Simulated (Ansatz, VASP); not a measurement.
Fe4Si: VASP beside Ansatz

Contents of INCAR:

```
SYSTEM = Fe4Si
PREC = Accurate ; ENCUT = 520
EDIFF = 1E-7 ; ISMEAR = -1
SIGMA = 0.05 ; LREAL = .FALSE.
LASPH = .TRUE. ; NELM = 150
ALGO = Normal ; ISIF = 2
LWAVE = .FALSE. ; LCHARG = .FALSE.
ISPIN = 2 ; MAGMOM = 3 3 3 3 0
LORBIT = 11 ; LMAXMIX = 4
GGA = PS ; NBANDS = 30
```

Contents of KPOINTS:

```
regular mesh
0
G
  11 11 11
  0 0 0
```

The input POSCAR:

```
Fe4Si
1.0
    0.0000000000      2.0276100000      9.4663410000
    1.5219040000      0.0000000000      9.4663410000
    1.5219040000      2.0276100000      0.0000000000
Fe Si
4 1
Direct
    0.5940690000      0.5940690000      0.4059310000
    0.1979710000      0.1979710000      0.8020290000
    0.8020290000      0.8020290000      0.1979710000
    0.4059310000      0.4059310000      0.5940690000
    0.0000000000      0.0000000000      0.0000000000
```

input.yaml

```yaml
crystal:
  lattice:
    - [0.0, 2.02761, 9.466341]
    - [1.521904, 0.0, 9.466341]
    - [1.521904, 2.02761, 0.0]
  atoms:
    - { symbol: Fe, position: [0.594069, 0.594069, 0.405931], spin: 3.0 }
    - { symbol: Fe, position: [0.197971, 0.197971, 0.802029], spin: 3.0 }
    - { symbol: Fe, position: [0.802029, 0.802029, 0.197971], spin: 3.0 }
    - { symbol: Fe, position: [0.405931, 0.405931, 0.594069], spin: 3.0 }
    - { symbol: Si, position: [0.0, 0.0, 0.0] }
hamiltonian:
  xc: pbesol
  pseudopotentials: { kind: paw }
magnetization:
  spin_polarized: true
kpoints:
  mp_grid: { grid: [11, 11, 11] }
scf:
  occupations: { method: fermi_dirac, width: 0.05 }
output:
  forces: true
  stress: true
  eigenvalues: true
```

Alike in both runs: task single point; functional PBEsol; k mesh 11 × 11 × 11; occupations fermi-dirac, width 0.05 eV; collinear spin.

```csv
,VASP,Ansatz
version,VASP 6.6.1,Ansatz 0.2.0
potentials or method,"VASP PAW PBE potentials, release 64 (Fe, Si)",Ansatz PAW
plane-wave cutoff (eV),520,420
valence electrons in the cell,36,68
```

|  | VASP | Ansatz | Ansatz less VASP |
| --- | --- | --- | --- |
| gap on the k mesh at the Fermi level (eV) | none | none | - |
| pressure (GPa) | -8.9 | -9.2 | -0.29 |
| traceless stress, the component that is largest in VASP (GPa) | -0.54 | -0.45 | +0.089 |
| rms of the force components (eV/Å) | 0.042 | 0.027 | -0.0144 |
| net moment per atom (μB) | 1.77 | 1.76 | -0.004 |
| size of the moment on the site where the two differ most (μB) | 2.54 | 2.57 | +0.029 |

VASP's potentials were made for PBE, not for PBEsol. Site moments also hang on the region over which each program counts them. Atom by atom the forces differ by 0.017 eV/Å (rms over components). A gap of «none» marks a metal or a gap that the smearing closes. The functional is the same, so the differences come from potentials, cutoffs and numerics. VASP's potentials hold 36 valence electrons a cell and Ansatz's 68, so a difference there can come from the potentials and not from the codes.
